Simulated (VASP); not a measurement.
Si4C, 5 atoms in the cell. The structure is tetragonal, space group I4/mmm (No. 139). Conventional cell: a = 6.539 Å, b = 6.539 Å, c = 2.912 Å, α = 90.00°, β = 90.00°, γ = 90.00°. Si (site symmetry m2m) has 2 C at 2.27 Å and 9 Si at 2.46 to 3.05 Å within 3.1 Å. C (site symmetry 4/mmm) has 8 Si at 2.27 Å and 2 C at 2.91 Å within 3.0 Å. 

```yaml
Program: VASP 6.6.1
Task: single point
Functional: PBE
Potentials_or_basis: VASP PAW PBE potentials, release 64 (Si, C)
Cutoff: 520 eV
k_mesh: 14 × 14 × 14
Occupations: gaussian, width 0.1 eV
Spin: no spin polarisation
Dipole_correction: no
Further_INCAR_settings: ALGO = Normal; EDIFF = 1e-06; NBANDS = 18
```

Potentials or basis: VASP PAW PBE potentials, release 64 (Si, C).

Launch:

```console
$ cat potpaw_PBE.64/Si/POTCAR potpaw_PBE.64/C/POTCAR > POTCAR
$ mpirun -np 1 vasp_std > vasp.out
```

Hardware: 1 thread of Intel(R) Xeon(R) 6975P-C (Granite Rapids), on a shared host.

Estimate the wall time of this run.

Wall time 100 s on 1 thread of Intel(R) Xeon(R) 6975P-C (Granite Rapids) (shared host), peak memory 0.36 GiB. Counts: scf iterations 13, k points 244.
